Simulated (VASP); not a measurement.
Runs of VASP 6.6.1 on PbS. The structure is that of space group Fm-3m (No. 225), or close to it. The cells are those of the table. 

| cell | gap on the mesh (eV) | pressure (GPa) |
| --- | --- | --- |
| a = 4.172, b = 4.172, c = 4.151 Å, angles 60.2, 60.2, 59.7°, 2 atoms | (a) | 3.5 |
| a = 4.235, b = 4.235, c = 4.277 Å, angles 59.7, 59.7, 60.7°, 2 atoms | 0.49 | 0.0 |
| a = 4.131, b = 4.131, c = 4.067 Å, angles 60.5, 60.5, 59.0°, 2 atoms | (c) | 6.7 |
| a = 4.214, b = 4.214, c = 4.235 Å, angles 59.8, 59.8, 60.3°, 2 atoms | (b) | 1.0 |
| a = 4.110, b = 4.110, c = 4.025 Å, angles 60.7, 60.7, 58.6°, 2 atoms | 0.03 | 8.5 |
| a = 4.151, b = 4.151, c = 4.109 Å, angles 60.3, 60.3, 59.3°, 2 atoms | 0.19 | 5.0 |

Alike in all rows: task single point; level PBE; potentials or basis VASP PAW PBE potentials, release 64 (Pb_d, S); no spin polarisation; k mesh 10 × 10 × 10; cutoff (eV) 520; smearing gaussian 0.03 eV.

Task: Estimate the missing entries.

Result: (a) 0.28; (b) 0.43; (c) 0.09.

Caveats: spin-orbit coupling is left out, which moves the levels of the heavy elements; the cell stands under pressure (at least some runs).

A k mesh can miss the band edges, and the runs leave out spin-orbit coupling on Pb.
